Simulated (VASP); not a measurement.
# Ga2FeN2 (P4/mmm) in VASP: a series of runs

The runs below take Ga2FeN2 through single point, with PBE.

Everything below comes from runs of VASP 6.6.1. Logs are shortened: lines on timing, memory, paths and dates and some standing lists are left out, and cuts for length are marked.

**1. The cell of the first run**

It takes space group P4/mmm (No. 123, tetragonal). Conventional cell: a = 4.681 Å, b = 4.681 Å, c = 4.781 Å, α = 90.00°, β = 90.00°, γ = 90.00°. Ga (site symmetry mmm) has 2 Fe at 2.34 Å and 4 N at 2.96 Å within 3.1 Å. Within 2.4 Å of Fe (site symmetry 4/mmm) lie 2 N at 1.82 Å and 4 Ga at 2.34 Å. N (site symmetry 4mm) has 1 N at 1.15 Å within 1.5 Å.

The cell was built from a structure type or drawn by symmetry, and may not be a known phase.

**2. Single point, PBE**

Contents of INCAR:

```
PREC = Accurate
ENCUT = 600
EDIFF = 1E-6
ISMEAR = 0
SIGMA = 0.1
LREAL = False
LASPH = True
NELM = 120
ALGO = Normal
ISIF = 2
LWAVE = False
LCHARG = False
GGA = PE
NBANDS = 34
GGA_COMPAT = False
```

Contents of KPOINTS:

```
regular mesh
0
Gamma
  8 8 6
```

Contents of POSCAR:

```
Ga2FeN2
1.0
    4.6806217482      0.0000000000      0.0000000000
    0.0000000000      4.6806217482      0.0000000000
    0.0000000000      0.0000000000      4.7805194275
Ga Fe N
2 1 2
Direct
    0.0000000000      0.5000000000      0.5000000000
    0.5000000000      0.0000000000      0.5000000000
    0.0000000000      0.0000000000      0.5000000000
    0.0000000000      0.0000000000      0.8796798141
    0.0000000000      0.0000000000      0.1203201859
```

Potentials or basis: VASP PAW PBE potentials, release 64 (Ga_d, Fe_sv, N).

Launch:

```sh
$ cat potpaw_PBE.64/Ga_d/POTCAR potpaw_PBE.64/Fe_sv/POTCAR potpaw_PBE.64/N/POTCAR > POTCAR
$ mpirun -np 1 vasp_std > vasp.out
```

OUTCAR:

```text
PREC = Accurate
   ENCUT = 600
   EDIFF = 1E-6
   ISMEAR = 0
   LREAL = False
   LASPH = True
   NELM = 120
   ISIF = 2
   GGA = PE

 ion  position               nearest neighbor table
   1  0.000  0.500  0.500-   3 2.34   3 2.34
   2  0.500  0.000  0.500-   3 2.34   3 2.34
   3  0.000  0.000  0.500-   4 1.82   5 1.82   1 2.34   2 2.34   1 2.34   2 2.34
   4  0.000  0.000  0.880-   5 1.15   3 1.82
   5  0.000  0.000  0.120-   4 1.15   3 1.82

  LATTYP: Found a simple tetragonal cell.
 ALAT       =     4.6806217482
 C/A-ratio  =     1.0213428225

  Lattice vectors:

 A1 = (   4.6806217482,   0.0000000000,   0.0000000000)
 A2 = (   0.0000000000,   4.6806217482,   0.0000000000)
 A3 = (   0.0000000000,   0.0000000000,   4.7805194275)

Analysis of symmetry for initial positions (statically):
=====================================================================
 Subroutine PRICEL returns:
 Original cell was already a primitive cell.

 Routine SETGRP: Setting up the symmetry group for a
 simple tetragonal supercell.

 Subroutine GETGRP returns: Found 16 space group operations
 (whereof 16 operations were pure point group operations)
 out of a pool of 16 trial point group operations.

The static configuration has the point symmetry D_4h.

Analysis of symmetry for dynamics (positions and initial velocities):
=====================================================================
 Subroutine PRICEL returns:
 Original cell was already a primitive cell.

 Routine SETGRP: Setting up the symmetry group for a
 simple tetragonal supercell.

 Subroutine GETGRP returns: Found 16 space group operations
 (whereof 16 operations were pure point group operations)
 out of a pool of 16 trial point group operations.

The dynamic configuration has the point symmetry D_4h.

 Subroutine INISYM returns: Found 16 space group operations
 (whereof 16 operations are pure point group operations),
 and found     1 'primitive' translations

----------------------------------------------------------------------------------------

                                     Primitive cell

  volume of cell :     104.7327

  direct lattice vectors                    reciprocal lattice vectors
     4.680621748  0.000000000  0.000000000     0.213646830  0.000000000  0.000000000
     0.000000000  4.680621748  0.000000000     0.000000000  0.213646830  0.000000000
     0.000000000  0.000000000  4.780519427     0.000000000  0.000000000  0.209182290

  length of vectors
     4.680621748  4.680621748  4.780519427     0.213646830  0.213646830  0.209182290

  position of ions in fractional coordinates (direct lattice)
     0.000000000  0.500000000  0.500000000
     0.500000000  0.000000000  0.500000000
     0.000000000  0.000000000  0.500000000
     0.000000000  0.000000000  0.879679814
     0.000000000  0.000000000  0.120320186

  ion indices of the primitive-cell ions
   primitive index   ion index
                 1           1
                 2           2
                 3           3
                 4           4
                 5           5

----------------------------------------------------------------------------------------

 KPOINTS: regular mesh

Automatic generation of k-mesh.
 Grid dimensions read from file:
 generate k-points for:    8    8    6

 Generating k-lattice:

  Cartesian coordinates                     Fractional coordinates (reciprocal lattice)
     0.026705854  0.000000000  0.000000000     0.125000000  0.000000000  0.000000000
     0.000000000  0.026705854  0.000000000     0.000000000  0.125000000  0.000000000
     0.000000000  0.000000000  0.034863715     0.000000000  0.000000000  0.166666667

  Length of vectors
     0.026705854  0.026705854  0.034863715

  Shift w.r.t. Gamma in fractional coordinates (k-lattice)
     0.000000000  0.000000000  0.000000000

 Subroutine IBZKPT returns following result:
 ===========================================

 Found     60 irreducible k-points:

 Following reciprocal coordinates:
            Coordinates               Weight
  0.000000  0.000000  0.000000      1.000000
  0.125000  0.000000  0.000000      4.000000
  0.250000  0.000000  0.000000      4.000000
  0.375000  0.000000  0.000000      4.000000
  0.500000  0.000000  0.000000      2.000000
  0.125000  0.125000  0.000000      4.000000
[... 16 lines left out ...]
  0.375000  0.125000  0.166667     16.000000
  0.500000  0.125000  0.166667      8.000000
 [... further k-points ...]
   k-points           NKPTS =     60   k-points in BZ     NKDIM =     60   number of bands    NBANDS=     34
   number of dos      NEDOS =    301   number of ions     NIONS =      5
   total plane-waves  NPLWV =  64000
   dimension x,y,z NGX =    40 NGY =   40 NGZ =   40
   dimension x,y,z NGXF=    80 NGYF=   80 NGZF=   80
   ions per type =               2   1   2
   NGX,Y,Z   is equivalent  to a cutoff of  14.21, 14.21, 13.91 a.u.
   NGXF,Y,Z  is equivalent  to a cutoff of  28.41, 28.41, 27.82 a.u.
 SYSTEM =  unknown system
   PREC   = accura    normal or accurate (medium, high low for compatibility)
   ISTART =      0    job   : 0-new  1-cont  2-samecut
   ICHARG =      2    charge: 1-file 2-atom 10-const
   ISPIN  =      1    spin polarized calculation?
   LNONCOLLINEAR =      F non collinear calculations
   LSORBIT =      F    spin-orbit coupling
   LASPH  =      T    aspherical Exc in radial PAW
   ENCUT  =  600.0 eV  44.10 Ry    6.64 a.u.   9.35  9.35  9.55*2*pi/ulx,y,z
   NELM   =    120;   NELMIN=  2; NELMDL= -5     # of ELM steps
   EDIFF  = 0.1E-05   stopping-criterion for ELM
   LREAL  =      F    real-space projection
   EDIFFG = 0.1E-04   stopping-criterion for IOM
   NSW    =      0    number of steps for IOM
   IBRION =     -1    ionic relax: 0-MD 1-quasi-New 2-CG
   NFREE  =      0    steps in history (QN), initial steepest desc. (CG)
   ISIF   =      2    stress and relaxation
   ISYM   =      2    0-nonsym 1-usesym 2-fastsym
   POTIM  = 0.5000    time-step for ionic-motion
   TEBEG  =    0.0;   TEEND  =   0.0 temperature during run
   PSTRESS=    0.0 pullay stress
   NELECT =      52.0000    total number of electrons
   NUPDOWN=      -1.0000    fix difference up-down
   EMIN   =  10.00;   EMAX   =-10.00  energy-range for DOS
   EFERMI =   0.00;   METHOD = LEGACY
   ISMEAR =     0;   SIGMA  =   0.10  broadening in eV -4-tet -1-fermi 0-gaus
   EFERMI_NEDOS =   21; number of points for ismear=-14 and -15
   IALGO  =     38    algorithm
   IMIX   =      4    mixing-type and parameters
     AMIX     =   0.40;   BMIX     =  1.00
     AMIX_MAG =   1.60;   BMIX_MAG =  1.00
  volume/ion in A,a.u.               =      20.95       141.35
  Fermi-wavevector in a.u.,A,eV,Ry     =   1.296329  2.449707 22.864165  1.680469
  Thomas-Fermi vector in A             =   2.427792
   LORBIT       =      0    0 simple, 1 ext, 2 COOP (PROOUT), +10 PAW based schemes
   GGA     = PE    functional components
   LHFCALC =     F    Hartree Fock is set to
   AEXX    =    0.0000 exact exchange contribution
   IVDW    =     0    specifies the selected vdW correction
   LEPSILON=     F    determine dielectric tensor
   LRPA    =     F    only Hartree local field effects (RPA)
 non-spin polarized calculation
 Gauss-broadening in eV      SIGMA  =   0.10
  energy-cutoff  :      600.00
  volume of cell :      104.73
 maximum number of plane-waves:      3524
 NGX is ok and might be reduce to    40
   NGX = 19   NGY = 19   NGZ = 19

 number of electron      52.0000018 magnetization

 Free energy of the ion-electron system (eV)
  ---------------------------------------------------
  ext. energy  EPLUGINS =         0.00000000
  ---------------------------------------------------
  free energy    TOTEN  =       -30.50309425 eV

  energy without entropy =      -30.49969335  energy(sigma->0) =      -30.50139380

 E-fermi :   3.4106     XC(G=0):  -8.4630

 val. band max:        3.3485298534   @ k =   0.2500   0.0000   0.1667
 cond. band min:       3.4163741862   @ k =   0.2500   0.0000   0.5000
 fundamental gap:      0.0678443328
 Fermi energy:         3.4105545519

 k-point     1 :       0.0000    0.0000    0.0000
  band No.  band energies     occupation
      1     -83.9755      2.00000
      2     -50.4725      2.00000
      3     -49.8748      2.00000
      4     -49.8748      2.00000
      5     -20.2687      2.00000
      6     -11.9715      2.00000
[... 26 lines left out ...]
     33       7.0559      0.00000
     34       8.2825      0.00000

 k-point     2 :       0.1250    0.0000    0.0000
  band No.  band energies     occupation
      1     -83.9755      2.00000
      2     -50.4725      2.00000
      3     -49.8750      2.00000
      4     -49.8748      2.00000
      5     -20.2681      2.00000
      6     -11.9684      2.00000
[... 26 lines left out ...]
     33       7.1373      0.00000
     34       7.8951      0.00000

 k-point     3 :       0.2500    0.0000    0.0000
  band No.  band energies     occupation
      1     -83.9755      2.00000
      2     -50.4726      2.00000
      3     -49.8751      2.00000
      4     -49.8749      2.00000
      5     -20.2668      2.00000
      6     -11.9603      2.00000
[... 26 lines left out ...]
     33       7.2626      0.00000
     34       7.3005      0.00000

 k-point     4 :       0.3750    0.0000    0.0000
  band No.  band energies     occupation
      1     -83.9756      2.00000
      2     -50.4725      2.00000
      3     -49.8752      2.00000
      4     -49.8749      2.00000
      5     -20.2654      2.00000
      6     -11.9494      2.00000
[... 26 lines left out ...]
     33       7.4069      0.00000
     34       7.8866      0.00000

 k-point     5 :       0.5000    0.0000    0.0000
  band No.  band energies     occupation
      1     -83.9756      2.00000
      2     -50.4724      2.00000
      3     -49.8751      2.00000
      4     -49.8749      2.00000
      5     -20.2648      2.00000
      6     -11.9388      2.00000
[... 621 lines left out ...]
 k-point    22 :       0.2500    0.1250    0.1667
  band No.  band energies     occupation
      1     -83.9755      2.00000
      2     -50.4725      2.00000
      3     -49.8751      2.00000
      4     -49.8749      2.00000
      5     -20.2548      2.00000
      6     -11.9584      2.00000
[... 26 lines left out ...]
     33       6.8772      0.00000
     34       8.5025      0.00000

 k-point    23 :       0.3750    0.1250    0.1667
  band No.  band energies     occupation
      1     -83.9756      2.00000
      2     -50.4724      2.00000
      3     -49.8751      2.00000
      4     -49.8750      2.00000
      5     -20.2535      2.00000
      6     -11.9486      2.00000
[... 26 lines left out ...]
     33       7.0611      0.00000
     34       8.4245      0.00000

 k-point    24 :       0.5000    0.1250    0.1667
  band No.  band energies     occupation
      1     -83.9756      2.00000
      2     -50.4724      2.00000
      3     -49.8752      2.00000
      4     -49.8750      2.00000
      5     -20.2530      2.00000
      6     -11.9387      2.00000
[... 26 lines left out ...]
     33       6.9998      0.00000
     34       8.3942      0.00000

 [... further k-points ...]

------------------------ aborting loop because EDIFF is reached ----------------------------------------

  FORCE on cell =-STRESS in cart. coord.  units (eV):
  Direction    XX          YY          ZZ          XY          YZ          ZX
  --------------------------------------------------------------------------------------
  -------------------------------------------------------------------------------------
  Total       -0.2270013     -0.2270013      0.3174159      0.0000000     -0.0000000      0.0000000
  in kB       -3.4726152     -3.4726152      4.8557583      0.0000000     -0.0000000      0.0000000
  external PRESSURE =      -0.6964907 kB  Pullay stress =       0.0000000 kB

 VOLUME and BASIS-vectors are now :
 -----------------------------------------------------------------------------
  energy-cutoff  :      600.00
  volume of cell :      104.73
      direct lattice vectors                 reciprocal lattice vectors
     4.680621748  0.000000000  0.000000000     0.213646830  0.000000000  0.000000000
     0.000000000  4.680621748  0.000000000     0.000000000  0.213646830  0.000000000
     0.000000000  0.000000000  4.780519427     0.000000000  0.000000000  0.209182290

 POSITION                                       TOTAL-FORCE (eV/Angst)
 -----------------------------------------------------------------------------------
      0.00000      2.34031      2.39026         0.000000      0.000000      0.000000
      2.34031      0.00000      2.39026         0.000000      0.000000      0.000000
      0.00000      0.00000      2.39026         0.000000      0.000000      0.000000
      0.00000      0.00000      4.20533         0.000000     -0.000000     -0.801952
      0.00000      0.00000      0.57519         0.000000     -0.000000      0.801952
 -----------------------------------------------------------------------------------
    total drift:                                0.000000     -0.000000     -0.000000

  FREE ENERGIE OF THE ION-ELECTRON SYSTEM (eV)
  ---------------------------------------------------
  free  energy   TOTEN  =       -30.5030942537 eV

  energy  without entropy=      -30.4996933509  energy(sigma->0) =      -30.50139380
```

It took 3.6 min on 1 thread of Intel Xeon Platinum 8259CL at 2.50GHz (Skylake/Cascade Lake), shared host; peak memory 0.4 GiB.

Results:

```yaml
Free_energy: -30.5031 eV
Pressure: -0.1 GPa
Largest_force: 0.802 eV/Å
Band_gap_on_the_k_mesh: zero (bands 26 and 27 overlap by 1.38 eV)
```

Forces on the atoms (eV/Å):
```
Ga   0.000  0.000  0.000
Ga   0.000  0.000  0.000
Fe   0.000  0.000  0.000
N    0.000  0.000 -0.802
N    0.000  0.000  0.802
```

Stress tensor (GPa, compression positive):
```
-0.35  0.00  0.00
 0.00 -0.35  0.00
 0.00  0.00  0.49
```

Levels at points of the mesh, in eV from the Fermi level:
| k point | band 24 | band 25 | band 26 | band 27 | band 28 | band 29 |
| --- | --- | --- | --- | --- | --- | --- |
| (0.00, 0.00, 0.00) | -1.45 | -0.47 | -0.47 | 0.62 | 0.92 | 1.16 |
| (0.50, 0.00, 0.00) | -2.64 | -1.94 | 0.92 | 1.06 | 1.72 | 1.74 |
| (0.50, 0.50, 0.00) | -3.33 | -3.23 | -2.32 | 0.10 | 1.85 | 1.85 |
| (0.00, 0.00, 0.50) | -1.44 | -1.16 | -1.16 | -0.46 | 0.39 | 0.79 |
| (0.50, 0.00, 0.50) | -1.47 | -1.36 | -1.16 | 0.65 | 0.92 | 1.12 |
| (0.50, 0.50, 0.50) | -2.31 | -1.34 | -1.34 | 0.32 | 1.34 | 1.34 |

Caveat: the standard files for N, O and F lose accuracy on very short bonds; the run has no spin polarisation, though such a crystal can be magnetic.

(Part 1 of 2 ends here.)
